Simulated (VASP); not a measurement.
Here is a VASP 6.6.1 calculation.

The input INCAR:

```
PREC = Accurate
ENCUT = 520
EDIFF = 1E-6
ISMEAR = 0
SIGMA = 0.05
LREAL = F
LASPH = T
NELM = 80
ALGO = Normal
ISIF = 2
LWAVE = F
LCHARG = F
GGA = PE
NBANDS = 17
```

Contents of KPOINTS:

```
regular mesh
0
Gamma
  6 6 6
```

The input POSCAR:

```
PbS
1.0
    0.0000000000      3.0300000000      3.0300000000
    3.0300000000      0.0000000000      3.0300000000
    3.0300000000      3.0300000000      0.0000000000
Pb S
1 1
Direct
    0.0000000000      0.0000000000      0.0000000000
    0.5000000000      0.5000000000      0.5000000000
```

Potentials or basis: VASP PAW PBE potentials, release 64 (Pb_d, S).

Command:

```bash
$ cat potpaw_PBE.64/Pb_d/POTCAR potpaw_PBE.64/S/POTCAR > POTCAR
$ mpirun -np 1 vasp_std > vasp.out
```

Problem. Estimate the band gap on the k mesh.

Solution. 0.58 eV, direct.

Problem. Estimate the pressure.

Solution. -1.4 GPa.

Caveat: spin-orbit coupling is left out, which moves the levels of the heavy elements. A k mesh can miss the band edges.
